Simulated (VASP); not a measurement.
Here is a VASP 6.6.1 calculation.

INCAR

```
SYSTEM = TiO2
PREC = Accurate
ENCUT = 520
EDIFF = 1E-7
ISMEAR = -1
SIGMA = 0.05
LREAL = .False.
LASPH = .True.
NELM = 60
ALGO = Normal
ISIF = 2
LWAVE = .False.
LCHARG = .False.
GGA = PE
NBANDS = 60
```

Contents of KPOINTS:

```
regular mesh
0
Gamma
  6 5 6
  0 0 0
```

The input POSCAR:

```
TiO2
1.0
    4.5453495500      0.0000000000      0.0000000000
    0.0000000000      5.5196194400      0.0000000000
    0.0000000000      0.0000000000      4.9091968600
Ti O
4 8
Direct
    0.0000000000      0.1729909300      0.7500000000
    0.5000000000      0.3270090700      0.2500000000
    0.0000000000      0.8270090700      0.2500000000
    0.5000000000      0.6729909300      0.7500000000
    0.2714506200      0.3817246400      0.9186490800
    0.7714506200      0.1182753600      0.0813509200
    0.2285493800      0.1182753600      0.4186490800
    0.7285493800      0.3817246400      0.5813509200
    0.2714506200      0.6182753600      0.4186490800
    0.7714506200      0.8817246400      0.5813509200
    0.2285493800      0.8817246400      0.9186490800
    0.7285493800      0.6182753600      0.0813509200
```

Potentials or basis: VASP PAW PBE potentials, release 64 (Ti_sv, O).

Launch:

```bash
$ cat potpaw_PBE.64/Ti_sv/POTCAR potpaw_PBE.64/O/POTCAR > POTCAR
$ mpirun -np 1 vasp_std > vasp.out
```

(1) What does it give for the largest force?

(2) Estimate the band gap on the k mesh.

## Answers

(1) 0.086 eV/Å.

(2) 2.60 eV, indirect (least direct gap 2.65 eV).
